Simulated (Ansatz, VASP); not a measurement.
**Two plane-wave programs on ZnS**

```
Zn S
1.0
    -2.72156   -2.72156    0.00000
     2.72156   -2.72156    0.00000
    -0.90737    0.00000   10.88626
Zn S
4 4
Direct
  0.84372 0.15628 0.93750
  0.46874 0.53126 0.18750
  0.92707 0.07293 0.43750
  0.38539 0.61461 0.68750
  0.44791 0.05209 0.31250
  0.90623 0.59377 0.56250
  0.36456 0.13544 0.81250
  0.98958 0.51042 0.06250
```

Alike in both runs: task single point; functional PBE; k mesh 7 × 7 × 3; occupations gaussian, width 0.05 eV; no spin polarisation.

```csv
,VASP,Ansatz
version,VASP 6.6.1,Ansatz 0.2.0
potentials or method,"VASP PAW PBE potentials, release 64 (Zn, S), cutoff 520 eV","scalar-relativistic, plane waves, PAW"
valence electrons in the cell,72,72
```

|  | VASP | Ansatz | Ansatz less VASP |
| --- | --- | --- | --- |
| gap on the k mesh at the Fermi level (eV) | 1.68 | 1.68 | -0.004 |
| least direct gap on the mesh (eV) | 1.68 | 1.68 | -0.004 |
| pressure (GPa) | 3.2 | 3.0 | -0.16 |
| traceless stress, the component that is largest in VASP (GPa) | 3.95 | 3.94 | -0.009 |
| rms of the force components (eV/Å) | 1.294 | 1.288 | -0.0058 |

Atom by atom the forces differ by 0.007 eV/Å (rms over components).
